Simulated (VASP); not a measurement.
Write the native input for VASP 6.6.1 that does the following.

- Task: single point
- Functional: PBEsol
- Potentials or basis: VASP PAW PBE potentials, release 64 (C)
- Cutoff: 520 eV
- k mesh: 8 × 8 × 8
- Occupations: gaussian, width 0.1 eV
- Spin: no spin polarisation
- Dipole correction: no
- Further INCAR settings: ALGO = Normal; EDIFF = 1e-06; NBANDS = 26

The structure of C lies in POSCAR:

```
C
1.0
   -2.3425844075      2.3425844075      2.3425844075
    2.3425844075     -2.3425844075      2.3425844075
    2.3425844075      2.3425844075     -2.3425844075
C
8
Direct
    0.0000000000      0.0000000000      0.0000000000
    1.0000000000      1.0000000000      0.5000000000
    0.0000000000      0.5000000000      1.0000000000
    0.0000000000      0.5000000000      0.5000000000
    0.5000000000      0.0000000000      0.0000000000
    0.5000000000      0.0000000000      0.5000000000
    0.5000000000      0.5000000000      0.0000000000
    0.5000000000      0.5000000000      0.5000000000
```

One way to write it, as run:

INCAR

```
SYSTEM = C
ALGO = Normal
EDIFF = 1E-6
ENCUT = 520
GGA = PS
ISIF = 2
ISMEAR = 0
LASPH = .TRUE.
LCHARG = .TRUE.
LELF = .TRUE.
LREAL = .FALSE.
LVHAR = .TRUE.
LWAVE = .FALSE.
NBANDS = 26
NELM = 80
PREC = Accurate
SIGMA = 0.1
```

KPOINTS

```
k-points
0
G
  8 8 8
  0 0 0
```

Potentials or basis: VASP PAW PBE potentials, release 64 (C).

Command:

```bash
$ cat potpaw_PBE.64/C/POTCAR > POTCAR
$ mpirun -np 1 vasp_std > vasp.out
```

Results of the run:

The pressure is -0.8 GPa and the band gap on the k mesh is zero (band 16 reaches 12.23 eV, above the bottom of band 17 at 8.03 eV).

Caveat: the PAW data sets were made with another functional, which shifts forces and pressure a little.

Wall time 26 s on 1 thread of Intel Xeon 6975P-C (shared host), peak memory 0.17 GiB.
